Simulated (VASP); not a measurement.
# Be2ZnSe3 (P-4m2) in VASP: notebook

The runs below take Be2ZnSe3 through relaxation of cell and atoms, single point, with PBE.

Program: VASP 6.6.1. These are calculated values, not measurements. Logs are shortened: lines on timing, memory, paths and dates and some standing lists are left out, and cuts for length are marked.

## Step 1: The cell of the first run

Symmetry: P-4m2, No. 115, tetragonal system. Conventional cell: a = 3.740 Å, b = 3.740 Å, c = 8.239 Å, α = 90.00°, β = 90.00°, γ = 90.00°. Within 3.7 Å of Be (site symmetry 2mm) lie 7 Se at 2.81 to 2.90 Å and 2 Zn at 2.90 Å. Within 3.5 Å of Zn (site symmetry -4m2) lie 4 Se at 2.64 Å and 4 Be at 2.90 Å. Within 3.7 Å of Se (site symmetry 2mm) lie 5 Be at 2.81 to 2.87 Å and 6 Se at 3.27 to 3.67 Å and 2 Zn at 3.67 Å. Se (site symmetry -4m2) has 4 Zn at 2.64 Å and 4 Be at 2.90 Å within 3.5 Å.

## Step 2: Relaxation of cell and atoms, PBE

File INCAR:

```
  PREC = Accurate
  ENCUT = 600
  EDIFF = 1E-6
  ISMEAR = 0
  SIGMA = 0.1
  LREAL = False
  LASPH = True
  NELM = 60
  ALGO = Normal
  ISIF = 3
  LWAVE = False
  LCHARG = False
  GGA = PE
  IBRION = 2
  NSW = 90
  EDIFFG = -0.04
```

File KPOINTS:

```
regular mesh
0
Gamma
  6 6 2
```

File POSCAR:

```
Be2ZnSe3
1.0
    3.7396188800      0.0000000000      0.0000000000
    0.0000000000      3.7396188800      0.0000000000
    0.0000000000      0.0000000000      8.2387315000
Be Zn Se
2 1 3
Direct
    0.0000000000      0.5000000000      0.7315000300
    0.5000000000      0.0000000000      0.2684999700
    0.0000000000      0.0000000000      0.0000000000
    0.0000000000      0.5000000000      0.3835000100
    0.5000000000      0.0000000000      0.6164999900
    0.5000000000      0.5000000000      0.0000000000
```

Potentials or basis: VASP PAW PBE potentials, release 64 (Be, Zn, Se).

Started as:

```
cat potpaw_PBE.64/Be/POTCAR potpaw_PBE.64/Zn/POTCAR potpaw_PBE.64/Se/POTCAR > POTCAR
mpirun -np 1 vasp_std > vasp.out
```

OUTCAR:

```text
PREC = Accurate
   ENCUT = 600
   EDIFF = 1E-6
   ISMEAR = 0
   LREAL = False
   LASPH = True
   NELM = 60
   ISIF = 3
   GGA = PE
   IBRION = 2
   NSW = 90
   EDIFFG = -0.04

 ion  position               nearest neighbor table
   1  0.000  0.500  0.732-
   2  0.500  0.000  0.268-
   3  0.000  0.000  0.000-   6 2.64   6 2.64   6 2.64   6 2.64
   4  0.000  0.500  0.384-
   5  0.500  0.000  0.616-
   6  0.500  0.500  0.000-   3 2.64   3 2.64   3 2.64   3 2.64

  LATTYP: Found a simple tetragonal cell.
 ALAT       =     3.7396188800
 C/A-ratio  =     2.2030938885

  Lattice vectors:

 A1 = (   3.7396188800,   0.0000000000,   0.0000000000)
 A2 = (   0.0000000000,   3.7396188800,   0.0000000000)
 A3 = (   0.0000000000,   0.0000000000,   8.2387315000)

Analysis of symmetry for initial positions (statically):
=====================================================================
 Subroutine PRICEL returns:
 Original cell was already a primitive cell.

 Routine SETGRP: Setting up the symmetry group for a
 simple tetragonal supercell.

 Subroutine GETGRP returns: Found  8 space group operations
 (whereof  8 operations were pure point group operations)
 out of a pool of 16 trial point group operations.

The static configuration has the point symmetry D_2d.

Analysis of symmetry for dynamics (positions and initial velocities):
=====================================================================
 Subroutine PRICEL returns:
 Original cell was already a primitive cell.

 Routine SETGRP: Setting up the symmetry group for a
 simple tetragonal supercell.

 Subroutine GETGRP returns: Found  8 space group operations
 (whereof  8 operations were pure point group operations)
 out of a pool of 16 trial point group operations.

The dynamic configuration has the point symmetry D_2d.

 Subroutine INISYM returns: Found  8 space group operations
 (whereof  8 operations are pure point group operations),
 and found     1 'primitive' translations

----------------------------------------------------------------------------------------

                                     Primitive cell

  volume of cell :     115.2166

  direct lattice vectors                    reciprocal lattice vectors
     3.739618880  0.000000000  0.000000000     0.267406929  0.000000000  0.000000000
     0.000000000  3.739618880  0.000000000     0.000000000  0.267406929  0.000000000
     0.000000000  0.000000000  8.238731500     0.000000000  0.000000000  0.121377909

  length of vectors
     3.739618880  3.739618880  8.238731500     0.267406929  0.267406929  0.121377909

  position of ions in fractional coordinates (direct lattice)
     0.000000000  0.500000000  0.731500030
     0.500000000  0.000000000  0.268499970
     0.000000000  0.000000000  0.000000000
     0.000000000  0.500000000  0.383500010
     0.500000000  0.000000000  0.616499990
     0.500000000  0.500000000  0.000000000

  ion indices of the primitive-cell ions
   primitive index   ion index
                 1           1
                 2           2
                 3           3
                 4           4
                 5           5
                 6           6

----------------------------------------------------------------------------------------

 KPOINTS: regular mesh

Automatic generation of k-mesh.
 Grid dimensions read from file:
 generate k-points for:    6    6    2

 Generating k-lattice:

  Cartesian coordinates                     Fractional coordinates (reciprocal lattice)
     0.044567821  0.000000000  0.000000000     0.166666667  0.000000000  0.000000000
     0.000000000  0.044567821  0.000000000     0.000000000  0.166666667  0.000000000
     0.000000000  0.000000000  0.060688954     0.000000000  0.000000000  0.500000000

  Length of vectors
     0.044567821  0.044567821  0.060688954

  Shift w.r.t. Gamma in fractional coordinates (k-lattice)
     0.000000000  0.000000000  0.000000000

 Subroutine IBZKPT returns following result:
 ===========================================

 Found     20 irreducible k-points:

[... 40 lines left out ...]
   IVDW    =     0    specifies the selected vdW correction
   LEPSILON=     F    determine dielectric tensor
   LRPA    =     F    only Hartree local field effects (RPA)
 conjugate gradient relaxation of ions
 non-spin polarized calculation
 Gauss-broadening in eV      SIGMA  =   0.10
  energy-cutoff  :      600.00
  volume of cell :      115.22
 maximum number of plane-waves:      3889
 NGX is ok and might be reduce to    30
   NGX = 15   NGY = 15   NGZ = 33

--------------------------------------- Ionic step        1  -------------------------------------------

 number of electron      34.0000020 magnetization

 Free energy of the ion-electron system (eV)
  ---------------------------------------------------
  ext. energy  EPLUGINS =         0.00000000
  ---------------------------------------------------
  free energy    TOTEN  =       -17.11132837 eV

  energy without entropy =      -17.08560113  energy(sigma->0) =      -17.09846475

------------------------ aborting loop because EDIFF is reached ----------------------------------------

  FORCE on cell =-STRESS in cart. coord.  units (eV):
  Direction    XX          YY          ZZ          XY          YZ          ZX
  --------------------------------------------------------------------------------------
  -------------------------------------------------------------------------------------
  Total       -6.1838662     -6.1838662     -5.0703376      0.0000000      0.0000000      0.0000000
  in kB      -85.9915203    -85.9915203    -70.5070303      0.0000000      0.0000000      0.0000000
  external PRESSURE =     -80.8300236 kB  Pullay stress =       0.0000000 kB
[... 101 lines left out ...]
  FREE ENERGIE OF THE ION-ELECTRON SYSTEM (eV)
  ---------------------------------------------------
  free  energy   TOTEN  =       -17.8688618592 eV

  energy  without entropy=      -17.8545581291  energy(sigma->0) =      -17.86170999

 E-fermi :   5.1621     XC(G=0): -10.4222

 val. band max:        5.1085297837   @ k =   0.3333   0.3333   0.5000
 cond. band min:       5.2087646365   @ k =   0.3333   0.1667   0.5000
 fundamental gap:      0.1002348529
 Fermi energy:         5.1621118158

 k-point     1 :       0.0000    0.0000    0.0000
  band No.  band energies     occupation
      1     -10.0854      2.00000
      2      -8.5571      2.00000
      3      -8.1371      2.00000
      4      -2.3581      2.00000
      5      -2.2086      2.00000
      6      -2.1692      2.00000
[... 469 lines left out ...]
     20       4.9187      1.99942
     21       7.8242      0.00000

 E-fermi :   4.5789     XC(G=0): -10.1631

 val. band max:        4.5151096178   @ k =   0.3333   0.1667   0.5000
 cond. band min:       4.5898745977   @ k =   0.0000   0.0000   0.5000
 fundamental gap:      0.0747649798
 Fermi energy:         4.5788809672

 k-point     1 :       0.0000    0.0000    0.0000
  band No.  band energies     occupation
      1     -10.1600      2.00000
      2      -8.9412      2.00000
      3      -8.5161      2.00000
      4      -2.8272      2.00000
      5      -2.7046      2.00000
      6      -2.6642      2.00000
[... 469 lines left out ...]
     20       4.3883      1.99296
     21       7.4634      0.00000

[... ionic steps 4 to 37 ...]

--------------------------------------- Ionic step       38  -------------------------------------------

 number of electron      33.9999981 magnetization

------------------------ aborting loop because EDIFF is reached ----------------------------------------
[... 75 lines left out ...]
--------------------------------------- Ionic step       40  -------------------------------------------

 number of electron      33.9999980 magnetization

 Free energy of the ion-electron system (eV)
  ---------------------------------------------------
  ext. energy  EPLUGINS =         0.00000000
  ---------------------------------------------------
  free energy    TOTEN  =       -20.56332628 eV

  energy without entropy =      -20.55055936  energy(sigma->0) =      -20.55694282

 E-fermi :   1.9594     XC(G=0):  -8.3768

 val. band max:        1.9434471166   @ k =   0.5000   0.3333   0.5000
 cond. band min:       2.4856803501   @ k =   0.5000   0.5000   0.5000
 fundamental gap:      0.5422332335
 Fermi energy:         1.9594194508

 k-point     1 :       0.0000    0.0000    0.0000
  band No.  band energies     occupation
      1     -12.2911      2.00000
      2     -11.8726      2.00000
      3     -11.1025      2.00000
      4      -5.2172      2.00000
      5      -5.0894      2.00000
      6      -4.9535      2.00000
[... 502 lines left out ...]
  FREE ENERGIE OF THE ION-ELECTRON SYSTEM (eV)
  ---------------------------------------------------
  free  energy   TOTEN  =       -20.5633262781 eV

  energy  without entropy=      -20.5505593612  energy(sigma->0) =      -20.55694282

 reached required accuracy - stopping structural energy minimisation
```

Wall time 13 min (1 thread of Intel Xeon 6975P-C (Granite Rapids), shared host); peak memory 0.29 GiB.

Results:

```
Free energy                            : -20.5633 eV
Relaxed volume                         : 22.88 Å³/atom
Relaxed cell                           : a = 3.473 Å, b = 3.473 Å, c = 11.379 Å, α = 90.00°, β = 90.00°, γ = 90.00°
Space group after relaxing (to 0.05 Å) : P-4m2 (No. 115)
Energy gained by relaxing              : 575.3 meV/atom
Ionic steps                            : 40
Pressure after relaxing                : 0.0 GPa
Largest force after relaxing           : 0.034 eV/Å
Band gap on the k mesh                 : zero (band 17 reaches 2.60 eV, above the bottom of band 18 at 1.27 eV)
```

Forces on the atoms (eV/Å):
```
Be   0.000  0.000 -0.034
Be   0.000  0.000  0.034
Zn   0.000  0.000  0.000
Se   0.000  0.000 -0.006
Se   0.000  0.000  0.006
Se   0.000  0.000  0.000
```

Step by step:
```csv
step,energy change (eV),largest force (eV/Å),pressure (GPa),volume (Å³)
1,0.0000,1.1954,-8.08,115.22
2,-0.7262,1.1766,-0.20,99.80
3,-0.7575,1.1469,2.76,96.35
4,-1.0207,1.0711,2.57,96.71
5,-1.3186,0.9038,2.44,97.51
6,-1.3360,0.9230,2.43,97.75
7,-1.6748,1.0020,-0.86,103.27
8,-2.3060,1.1509,-7.00,120.78
9,-2.4567,1.1325,-6.73,121.13
10,-2.8664,0.9582,-5.48,122.10
11,-3.2088,0.7112,-1.31,123.61
12,-3.2155,0.4443,-2.05,123.43
13,-3.2760,0.2999,-1.50,121.86
14,-3.3400,0.4333,0.10,118.33
15,-3.3405,0.4438,0.29,117.96
16,-3.3499,0.3761,0.43,118.15
17,-3.3715,0.1711,0.82,118.72
18,-3.3842,0.2582,1.66,119.84
19,-3.3906,0.2443,1.45,120.54
20,-3.4048,0.2044,0.87,122.64
21,-3.4124,0.1561,-0.17,126.90
22,-3.4129,0.1449,-0.02,126.25
23,-3.4165,0.1517,0.00,126.29
24,-3.4227,0.2086,0.16,126.42
25,-3.4231,0.2258,0.19,126.46
26,-3.4273,0.1955,0.16,126.84
27,-3.4363,0.1005,0.07,127.98
28,-3.4364,0.1319,-0.10,130.28
29,-3.4395,0.1106,-0.04,129.14
30,-3.4408,0.0416,0.22,129.13
31,-3.4410,0.0586,0.34,129.12
32,-3.4419,0.0543,0.31,129.42
33,-3.4441,0.0418,0.23,130.33
34,-3.4473,0.0222,0.08,132.14
35,-3.4488,0.0645,-0.17,135.78
36,-3.4502,0.0553,-0.07,136.39
37,-3.4504,0.0694,0.01,136.67
38,-3.4504,0.0724,0.02,136.73
39,-3.4509,0.0629,0.02,136.86
40,-3.4520,0.0341,0.03,137.27
```

Final structure:
```
Be Zn Se
1.0
     3.47321    0.00000    0.00000
     0.00000    3.47321    0.00000
     0.00000    0.00000   11.37906
Be Zn Se
2 1 3
Direct
  0.00000 0.50000 0.57157
  0.50000 0.00000 0.42843
  0.00000 0.00000 0.00000
  0.00000 0.50000 0.37757
  0.50000 0.00000 0.62243
  0.50000 0.50000 0.00000
```

Caveat: the k points lie up to 0.30 Å⁻¹ apart in the final cell; the volume moved by over 15 % at a fixed basis, so the end points are rough.

## Step 3: Single point, PBE

This run uses another cell than the first one, of 23.99 Å³/atom, 1.249 times its volume.

File INCAR:

```
SYSTEM = Be2ZnSe3
PREC = Accurate ; ENCUT = 520
EDIFF = 1E-7 ; ISMEAR = 0
SIGMA = 0.1 ; LREAL = .False.
LASPH = .True. ; NELM = 60
ALGO = Normal ; ISIF = 2
LWAVE = .False. ; LCHARG = .False.
GGA = PE ; NBANDS = 26
```

File KPOINTS:

```
regular mesh
0
Gamma
  12 12 4
  0 0 0
```

File POSCAR:

```
Be2ZnSe3
1.0
    3.4698046657      0.0000000000      0.0000000000
    0.0000000000      3.4698046657      0.0000000000
    0.0000000000      0.0000000000     11.9540989200
Be Zn Se
2 1 3
Direct
    0.0000000000      0.5000000000      0.5671667593
    0.5000000000      0.0000000000      0.4328332407
    0.0000000000      0.0000000000      0.0000000000
    0.0000000000      0.5000000000      0.3830112060
    0.5000000000      0.0000000000      0.6169887940
    0.5000000000      0.5000000000      0.0000000000
```

Potentials or basis: VASP PAW PBE potentials, release 64 (Be, Zn, Se).

Started as:

```
cat potpaw_PBE.64/Be/POTCAR potpaw_PBE.64/Zn/POTCAR potpaw_PBE.64/Se/POTCAR > POTCAR
mpirun -np 1 vasp_std > vasp.out
```

It took 2.8 min on 1 thread of Intel Xeon 6975P-C (Granite Rapids), shared host; peak memory 0.45 GiB.

It converged, with:

- Free energy: -20.6142 eV
- Pressure: 0.2 GPa
- Largest force: 0.022 eV/Å
- Band gap on the k mesh: zero (band 17 reaches 2.30 eV, above the bottom of band 18 at 0.93 eV)

Forces on the atoms (eV/Å):
```
Be   0.000  0.000  0.017
Be   0.000  0.000 -0.017
Zn   0.000  0.000  0.000
Se   0.000  0.000 -0.022
Se   0.000  0.000  0.022
Se   0.000  0.000  0.000
```

Levels at points of the mesh, in eV from the Fermi level:
```
           k point  band 14  band 15  band 16  band 17  band 18  band 19  band 20  band 21
(0.00, 0.00, 0.00)    -1.49    -1.49    -0.72    -0.72     0.88     1.73     2.07     4.36
(0.50, 0.00, 0.00)    -1.23    -0.36    -0.36     0.66     2.42     3.49     3.57     4.14
(0.50, 0.50, 0.00)    -3.75    -2.85    -2.85    -1.36    -0.67     0.53     0.53     4.24
(0.00, 0.00, 0.50)    -1.49    -1.49    -0.72    -0.72     0.91     1.73     2.08     4.48
(0.50, 0.00, 0.50)    -1.20    -0.36    -0.36     0.66     2.57     3.45     3.46     4.14
(0.50, 0.50, 0.50)    -3.75    -2.85    -2.85    -1.36    -0.67     0.53     0.53     4.11
```

## Step 4: Relaxation of cell and atoms, PBE

This run uses another cell than the first one, of 22.87 Å³/atom, 1.191 times its volume.

File INCAR:

```
  ALGO = Normal
  EDIFF = 1E-7
  EDIFFG = -0.01
  ENCUT = 600
  GGA = PE
  IBRION = 2
  ISIF = 3
  ISMEAR = 0
  LASPH = T
  LCHARG = F
  LREAL = F
  LWAVE = F
  NELM = 60
  NSW = 100
  PREC = Accurate
  SIGMA = 0.1
```

File KPOINTS:

```
k-points
0
Gamma
  12 12 4
```

File POSCAR:

```
Be2ZnSe3
1.0
    3.4703652468      0.0000000000      0.0000000000
    0.0000000000      3.4703652468      0.0000000000
    0.0000000000      0.0000000000     11.3956076846
Be Zn Se
2 1 3
Direct
    0.0000000000      0.5000000000      0.5704399257
    0.5000000000      0.0000000000      0.4295600743
    0.0000000000      0.0000000000      0.0000000000
    0.0000000000      0.5000000000      0.3775674677
    0.5000000000      0.0000000000      0.6224325323
    0.5000000000      0.5000000000      0.0000000000
```

Started as:

```
cat potpaw_PBE.64/Be/POTCAR potpaw_PBE.64/Zn/POTCAR potpaw_PBE.64/Se/POTCAR > POTCAR
mpirun -np 1 vasp_std > vasp.out
```

Wall time 33 min (1 thread of Intel Xeon 6975P-C (Granite Rapids), shared host); peak memory 0.5 GiB.

Results (log left out):

```yaml
Free_energy: -20.6139 eV
Relaxed_volume: 24.17 Å³/atom
Relaxed_cell: a = 3.472 Å, b = 3.472 Å, c = 12.031 Å, α = 90.00°, β = 90.00°, γ = 90.00°
Space_group_after_relaxing_to_0.05_Å: P-4m2 (No. 115)
Energy_gained_by_relaxing: 0.4 meV/atom
Ionic_steps: 23
Pressure_after_relaxing: 0.0 GPa
Largest_force_after_relaxing: 0.007 eV/Å
Band_gap_on_the_k_mesh: zero (band 17 reaches 2.25 eV, above the bottom of band 18 at 0.88 eV)
```

Forces in eV/Å, atoms in the order of the input:
```
Be   0.000  0.000 -0.003
Be   0.000  0.000  0.003
Zn   0.000  0.000  0.000
Se   0.000  0.000  0.007
Se   0.000  0.000 -0.007
Se   0.000  0.000  0.000
```

Stress tensor (GPa, compression positive):
```
 0.04  0.00  0.00
 0.00  0.04  0.00
 0.00  0.00 -0.03
```

The path:
| step | energy change (eV) | largest force (eV/Å) | pressure (GPa) | volume (Å³) |
| --- | --- | --- | --- | --- |
| 1 | 0.0000 | 0.0463 | 0.24 | 137.24 |
| 2 | -0.0005 | 0.0287 | -0.07 | 137.92 |
| 3 | -0.0005 | 0.0107 | -0.01 | 137.75 |
| 4 | -0.0005 | 0.0095 | 0.01 | 137.74 |
| 5 | -0.0006 | 0.0125 | 0.02 | 137.77 |
| 6 | -0.0006 | 0.0171 | 0.04 | 137.81 |
| 7 | -0.0006 | 0.0261 | 0.07 | 137.89 |
| 8 | -0.0006 | 0.0221 | 0.06 | 137.85 |
| 9 | -0.0006 | 0.0223 | 0.05 | 137.89 |
| 10 | -0.0007 | 0.0226 | 0.05 | 137.99 |
| 11 | -0.0008 | 0.0233 | 0.04 | 138.19 |
| 12 | -0.0010 | 0.0246 | 0.01 | 138.60 |
| 13 | -0.0013 | 0.0326 | -0.04 | 139.42 |
| 14 | -0.0015 | 0.0506 | -0.13 | 141.05 |
| 15 | -0.0016 | 0.0482 | -0.11 | 141.14 |
| 16 | -0.0018 | 0.0407 | -0.06 | 141.43 |
| 17 | -0.0019 | 0.0259 | 0.05 | 141.99 |
| 18 | -0.0020 | 0.0252 | 0.04 | 142.14 |
| 19 | -0.0022 | 0.0232 | 0.03 | 142.59 |
| 20 | -0.0024 | 0.0196 | 0.01 | 143.48 |
| 21 | -0.0025 | 0.0150 | -0.04 | 145.27 |
| 22 | -0.0025 | 0.0167 | -0.03 | 144.75 |
| 23 | -0.0025 | 0.0072 | 0.02 | 145.03 |

Final structure:
```
CELL_PARAMETERS angstrom
3.47203 0.00000 0.00000
0.00000 3.47203 0.00000
0.00000 0.00000 12.03082
ATOMIC_POSITIONS crystal
Be 0.00000 0.50000 0.56691
Be 0.50000 0.00000 0.43309
Zn 0.00000 0.00000 0.00000
Se 0.00000 0.50000 0.38361
Se 0.50000 0.00000 0.61639
Se 0.50000 0.50000 0.00000
```

Levels at points of the mesh, in eV from the Fermi level:
```tsv
k point	band 14	band 15	band 16	band 17	band 18	band 19	band 20	band 21
(0.00, 0.00, 0.00)	-1.48	-1.48	-0.72	-0.72	0.87	1.72	2.06	4.34
(0.50, 0.00, 0.00)	-1.22	-0.36	-0.35	0.66	2.43	3.49	3.57	4.14
(0.50, 0.50, 0.00)	-3.74	-2.84	-2.84	-1.35	-0.66	0.53	0.53	4.25
(0.00, 0.00, 0.50)	-1.48	-1.48	-0.72	-0.72	0.91	1.72	2.07	4.46
(0.50, 0.00, 0.50)	-1.20	-0.36	-0.35	0.66	2.58	3.45	3.46	4.14
(0.50, 0.50, 0.50)	-3.74	-2.84	-2.84	-1.35	-0.66	0.53	0.53	4.12
```

## Step 5: The runs side by side

| task | cell | k mesh | cutoff (eV) | gap on the mesh (eV) | pressure (GPa) | relaxed volume (Å³/atom) | largest force (eV/Å) |
| --- | --- | --- | --- | --- | --- | --- | --- |
| relaxation of cell and atoms | relaxed from a = 3.740, b = 3.740, c = 8.239 Å, 6 atoms | 6 × 6 × 2 | 600 | none | 0.0 | 22.88 | 0.03 |
| single point | a = 3.470, b = 3.470, c = 11.954 Å, 6 atoms | 12 × 12 × 4 | 520 | none | 0.2 | - | 0.02 |
| relaxation of cell and atoms | relaxed from a = 3.470, b = 3.470, c = 11.396 Å, 6 atoms | 12 × 12 × 4 | 600 | none | 0.0 | 24.17 | 0.01 |

Alike in all rows: level PBE; potentials or basis VASP PAW PBE potentials, release 64 (Be, Zn, Se); no spin polarisation; smearing gaussian 0.1 eV.

Caveats: some runs use coarse meshes; the volume moved by over 15 % at a fixed basis, so the end points are rough (some runs).

Absolute energies hang on the potentials; compare differences alone.
